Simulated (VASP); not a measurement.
# AlN (F-43m) in VASP: a series of runs, part 2 of 2

VASP 6.6.1. The steps go on from the part before.

## Step 4: Relaxation of cell and atoms, r2SCAN, target pressure 15 GPa, at which the enthalpy is minimised

File POSCAR:

```
AlN
1.0
    0.0000000000      2.1848999340      2.1848999340
    2.1848999340      0.0000000000      2.1848999340
    2.1848999340      2.1848999340      0.0000000000
Al N
1 1
Direct
    0.0000000000      0.0000000000      0.0000000000
    0.2500000000      0.2500000000      0.2500000000
```

File INCAR.step1:

```
ALGO     = Normal         # electronic algorithm
EDIFF    = 1E-4           # SCF threshold, eV
ENCUT    = 600            # plane-wave cutoff, eV
GGA      = PE             # functional
ISMEAR   = 0              # smearing method
LASPH    = T              # aspherical terms in the spheres
LCHARG   = F              # write CHGCAR
LREAL    = F              # projectors in reciprocal space
LWAVE    = T              # write WAVECAR
NELM     = 60             # most SCF steps
PREC     = Accurate       # precision mode
SIGMA    = 0.01           # smearing width, eV
```

File INCAR.step2:

```
ALGO     = Normal         # electronic algorithm
EDIFF    = 1E-6           # SCF threshold, eV
EDIFFG   = -0.002         # ionic threshold
ENCUT    = 600            # plane-wave cutoff, eV
IBRION   = 2              # ionic algorithm
ISIF     = 3              # what is computed and relaxed
ISMEAR   = 0              # smearing method
ISTART   = 1            
LASPH    = T              # aspherical terms in the spheres
LCHARG   = F              # write CHGCAR
LMIXTAU  = T            
LREAL    = F              # projectors in reciprocal space
LWAVE    = F              # write WAVECAR
METAGGA  = R2SCAN         # meta-GGA
NELM     = 60             # most SCF steps
NSW      = 100            # ionic steps
PREC     = Accurate       # precision mode
PSTRESS  = 150.0        
SIGMA    = 0.01           # smearing width, eV
```

File KPOINTS:

```
k-points
0
Gamma
  8 8 8
```

Potentials or basis: VASP PAW PBE potentials, release 64 (Al, N).

Run with:

```sh
> cat potpaw_PBE.64/Al/POTCAR potpaw_PBE.64/N/POTCAR > POTCAR
> cp INCAR.step1 INCAR
> mpirun -np 1 vasp_std > vasp.out
> cp INCAR.step2 INCAR
> mpirun -np 1 vasp_std > vasp.out
```

OUTCAR:

```text
EDIFF = 1E-6
   EDIFFG = -0.002
   ENCUT = 600
   IBRION = 2
   ISIF = 3
   ISMEAR = 0
   ISTART = 1
   LASPH = T
   LREAL = F
   METAGGA = R2SCAN
   NELM = 60
   NSW = 100
   PREC = Accurate
   PSTRESS = 150.0

 ion  position               nearest neighbor table
   1  0.000  0.000  0.000-   2 1.89   2 1.89   2 1.89   2 1.89
   2  0.250  0.250  0.250-   1 1.89   1 1.89   1 1.89   1 1.89

  LATTYP: Found a face centered cubic cell.
 ALAT       =     4.3697998680

  Lattice vectors:

 A1 = (   0.0000000000,   2.1848999340,   2.1848999340)
 A2 = (   2.1848999340,   0.0000000000,   2.1848999340)
 A3 = (   2.1848999340,   2.1848999340,   0.0000000000)
[... 292 lines left out ...]

 Free energy of the ion-electron system (eV)
  ---------------------------------------------------
  ext. energy  EPLUGINS =         0.00000000
  ---------------------------------------------------
  free energy    TOTEN  =       -19.12317779 eV

  energy without entropy =      -19.12317779  energy(sigma->0) =      -19.12317779

 E-fermi :   6.4130     XC(G=0): -11.7063

 val. band max:        6.2941002833   @ k =   0.0000   0.0000   0.0000
 cond. band min:      10.2755861596   @ k =   0.5000   0.5000   0.0000
 fundamental gap:      3.9814858763
 Fermi energy:         6.4130181273

 k-point     1 :       0.0000    0.0000    0.0000
  band No.  band energies     occupation
      1      -9.8219      2.00000
      2       6.2941      2.00000
      3       6.2941      2.00000
      4       6.2941      2.00000
      5      11.7869      0.00000
      6      20.4758      0.00000
      7      20.4758      0.00000
      8      20.4758      0.00000
[... 243 lines left out ...]
 k-point    24 :      -0.3750    0.2500    0.1250
  band No.  band energies     occupation
      1      -7.2723      2.00000
      2       0.8926      2.00000
      3       3.9798      2.00000
      4       5.1334      2.00000
      5      14.3598      0.00000
      6      17.0055      0.00000
      7      20.0691      0.00000
      8      20.6047      0.00000

 [... further k-points ...]
[... 5 lines left out ...]
  --------------------------------------------------------------------------------------
  -------------------------------------------------------------------------------------
  Total        1.8283977      1.8283977      1.8283977      0.0000000      0.0000000      0.0000000
  in kB      149.7205560    149.7205560    149.7205560      0.0000000      0.0000000      0.0000000
  external PRESSURE =      -0.2794440 kB  Pullay stress =     150.0000000 kB
[... 21 lines left out ...]
  energy  without entropy=      -19.1231777905  energy(sigma->0) =      -19.12317779

  enthalpy is  TOTEN    =       -17.2913675072 eV   P V=        1.8318102833

 reached required accuracy - stopping structural energy minimisation
```

OUTCAR.step1:

```text
EDIFF = 1E-4
   ENCUT = 600
   GGA = PE
   ISMEAR = 0
   LASPH = T
[... 485 lines left out ...]
 -----------------------------------------------------------------------------------
      0.00000      0.00000      0.00000         0.000000      0.000000      0.000000
      1.09245      1.09245      1.09245        -0.000000     -0.000000     -0.000000
 -----------------------------------------------------------------------------------
    total drift:                                0.000000      0.000000      0.000000

  FREE ENERGIE OF THE ION-ELECTRON SYSTEM (eV)
  ---------------------------------------------------
  free  energy   TOTEN  =       -14.8425640488 eV

  energy  without entropy=      -14.8425640488  energy(sigma->0) =      -14.84256405
```

OSZICAR.step1:

```text
N       E                     dE             d eps       ncg     rms          rms(c)
DAV:   1     0.168187570465E+02    0.16819E+02   -0.43658E+03   472   0.929E+02
DAV:   2    -0.163772408149E+02   -0.33196E+02   -0.32485E+02   608   0.166E+02
DAV:   3    -0.172186240779E+02   -0.84138E+00   -0.84138E+00   576   0.337E+01
DAV:   4    -0.172211174023E+02   -0.24933E-02   -0.24933E-02   664   0.170E+00
DAV:   5    -0.172211228672E+02   -0.54649E-05   -0.54649E-05   592   0.647E-02    0.861E+00
DAV:   6    -0.148583005388E+02    0.23628E+01   -0.13533E+01   536   0.249E+01    0.292E+00
DAV:   7    -0.148485706147E+02    0.97299E-02   -0.10721E-01   480   0.336E+00    0.198E+00
DAV:   8    -0.148427595036E+02    0.58111E-02   -0.18661E-02   504   0.199E+00    0.400E-01
DAV:   9    -0.148424615880E+02    0.29792E-03   -0.77350E-04   632   0.235E-01    0.205E-01
DAV:  10    -0.148425681036E+02   -0.10652E-03   -0.30372E-04   480   0.149E-01    0.419E-02
DAV:  11    -0.148425640488E+02    0.40547E-05   -0.12741E-05   240   0.277E-02
   1 F= -.14842564E+02 E0= -.14842564E+02  d E =-.481736E-21
```

It took 1.8 min on 1 thread of AMD EPYC 7R43 (Zen 3), shared host; peak memory 0.12 GiB.

What came out:

- Free energy: -19.1232 eV
- Relaxed volume: 9.78 Å³/atom
- Relaxed cell: a = 3.025 Å, b = 3.025 Å, c = 3.025 Å, α = 60.00°, β = 60.00°, γ = 60.00°
- Space group after relaxing (to 0.05 Å): F-43m (No. 216)
- Energy change on relaxing (the enthalpy is what falls): +28.2 meV/atom
- Ionic steps: 4
- Pressure after relaxing: 15.0 GPa
- Band gap on the k mesh: 3.98 eV, indirect (least direct gap 5.49 eV)

The path:
```csv
step,energy change (eV),largest force (eV/Å),pressure (GPa),volume (Å³)
1,0.0000,0.0000,-0.34,20.86
2,0.3259,0.0000,41.35,17.99
3,0.0538,0.0000,14.57,19.59
4,0.0564,0.0000,14.97,19.57
```

Final structure:
```
Al N
1.0
     0.00000    2.13873    2.13873
     2.13873    0.00000    2.13873
     2.13873    2.13873    0.00000
Al N
1 1
Direct
  0.00000 0.00000 0.00000
  0.25000 0.25000 0.25000
```

Caveat: the cell is relaxed towards a set pressure, so the enthalpy falls and the energy may rise; the PAW data sets were made with another functional, which shifts forces and pressure a little. r2SCAN opens gaps a little over a GGA but as a rule still falls short of measured ones.

## Step 5: The runs side by side

| cell | gap on the mesh (eV) | pressure (GPa) |
| --- | --- | --- |
| relaxed to 7 GPa | 3.96 | 7.0 |
| relaxed to 10 GPa | 3.97 | 10.0 |
| relaxed to 15 GPa | 3.98 | 15.0 |

Alike in all rows: task relaxation of cell and atoms; level r2SCAN; potentials or basis VASP PAW PBE potentials, release 64 (Al, N); no spin polarisation; k mesh 8 × 8 × 8; cutoff (eV) 600; smearing gaussian 0.01 eV.

Caveats: the cell is relaxed towards a set pressure, so the enthalpy falls and the energy may rise; the PAW data sets were made with another functional, which shifts forces and pressure a little.

Absolute energies hang on the potentials; compare differences alone.
